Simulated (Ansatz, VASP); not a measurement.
**One calculation of Zr2B3, two programs**

File INCAR:

```
SYSTEM = Zr2B3
PREC = Accurate
ENCUT = 520
EDIFF = 1E-6
ISMEAR = 0
SIGMA = 0.2
LREAL = .FALSE.
LASPH = .TRUE.
NELM = 100
ALGO = Normal
ISIF = 2
LWAVE = .FALSE.
LCHARG = .FALSE.
GGA = PE
NBANDS = 44
```

KPOINTS

```
Automatic mesh
0
G
  6 6 2
  0 0 0
```

POSCAR

```
Zr2B3
1.0
    3.9021698547      0.0000000000      0.0000000000
   -1.9510849273      3.3793782240      0.0000000000
    0.0000000000      0.0000000000      9.9568432066
Zr B
4 6
Direct
    0.6666666667      0.3333333333      0.2500000000
    0.6666666667      0.3333333333      0.7500000000
    0.3333333333      0.6666666667      0.5000000000
    0.3333333333      0.6666666667      0.0000000000
    0.0000000000      1.0000000000      0.3374947487
    0.0000000000      1.0000000000      0.8374947487
    0.0000000000      1.0000000000      0.1625052513
    0.0000000000      1.0000000000      0.6625052513
    0.6666666667      0.3333333333      0.5000000000
    0.6666666667      0.3333333333      0.0000000000
```

Input for Ansatz:

```yaml
crystal:
  lattice:
    - [3.9021698547, 0.0, 0.0]
    - [-1.9510849273, 3.379378224, 0.0]
    - [0.0, 0.0, 9.9568432066]
  atoms:
    - { symbol: Zr, position: [0.6666666667, 0.3333333333, 0.25] }
    - { symbol: Zr, position: [0.6666666667, 0.3333333333, 0.75] }
    - { symbol: Zr, position: [0.3333333333, 0.6666666667, 0.5] }
    - { symbol: Zr, position: [0.3333333333, 0.6666666667, 0.0] }
    - { symbol: B, position: [0.0, 1.0, 0.3374947487] }
    - { symbol: B, position: [0.0, 1.0, 0.8374947487] }
    - { symbol: B, position: [0.0, 1.0, 0.1625052513] }
    - { symbol: B, position: [0.0, 1.0, 0.6625052513] }
    - { symbol: B, position: [0.6666666667, 0.3333333333, 0.5] }
    - { symbol: B, position: [0.6666666667, 0.3333333333, 0.0] }
basis:
  ecutwfc: 420
kpoints:
  mp_grid: { grid: [6, 6, 2] }
hamiltonian:
  xc: pbe
scf:
  occupations: { method: gaussian, width: 0.2 }
  lower_state_search: "off"
output:
  forces: true
  stress: true
  eigenvalues: true
```

Alike in both runs: task single point; functional PBE; k mesh 6 × 6 × 2; occupations gaussian, width 0.2 eV; no spin polarisation.

|  | VASP | Ansatz |
| --- | --- | --- |
| version | VASP 6.6.1 | Ansatz 0.2.0 |
| potentials or method | VASP PAW PBE potentials, release 64 (Zr_sv, B), cutoff 520 eV | scalar-relativistic, plane waves, PAW |
| valence electrons in the cell | 66 | 66 |

VASP gave:

- gap on the k mesh at the Fermi level (eV): none
- pressure (GPa): 0.1
- traceless stress, the component that is largest in VASP (GPa): -0.12
- rms of the force components (eV/Å): 0.015

Task: What did Ansatz give for the same quantities?

Result: gap on the k mesh at the Fermi level (eV): none; pressure (GPa): 0.0; traceless stress, the component that is largest in VASP (GPa): -0.10; rms of the force components (eV/Å): 0.018.

Atom by atom the forces differ by 0.003 eV/Å (rms over components). A gap of «none» marks a metal or a gap that the smearing closes.
